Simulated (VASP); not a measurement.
Runs of VASP 6.6.1 on Si2W. The structure is that of space group I4/mmm (No. 139), or close to it. The cells are those of the table. 

```csv
task,cell,gap on the mesh (eV),pressure (GPa),largest force (eV/Å)
electric field gradients,"a = 4.542, b = 4.542, c = 4.526 Å, angles 138.5, 138.5, 59.7°, 3 atoms",none,(a),0.21
single point,"a = 4.446 Å, angles 137.6, 137.6, 61.4°, 3 atoms",none,10.1,0.19
single point,"a = 4.616 Å, angles 139.3, 139.3, 58.9°, 3 atoms",none,-2.8,0.25
single point,"a = 4.533 Å, angles 138.6, 138.6, 59.9°, 3 atoms",none,4.1,0.19
single point,"a = 4.578 Å, angles 138.6, 138.6, 59.9°, 3 atoms",none,(b),0.25
electric field gradients,"a = 4.537, b = 4.537, c = 4.503 Å, angles 138.4, 138.4, 59.4°, 3 atoms",none,(c),0.21
single point,"a = 4.637 Å, angles 138.6, 138.6, 59.9°, 3 atoms",none,-10.0,0.32
```

Alike in all rows: level PBE; potentials or basis VASP PAW PBE potentials, release 64 (Si, W_sv); no spin polarisation; k mesh 11 × 11 × 14; cutoff (eV) 520; smearing fermi-dirac 0.05 eV.

Estimate the missing entries.

(a) 1.8; (b) -2.6; (c) 2.1.

Caveats: spin-orbit coupling is left out, which moves the levels of the heavy elements.

A k mesh can miss the band edges, and the runs leave out spin-orbit coupling on W.

A gap of «none» marks levels without a gap at the run's occupations.
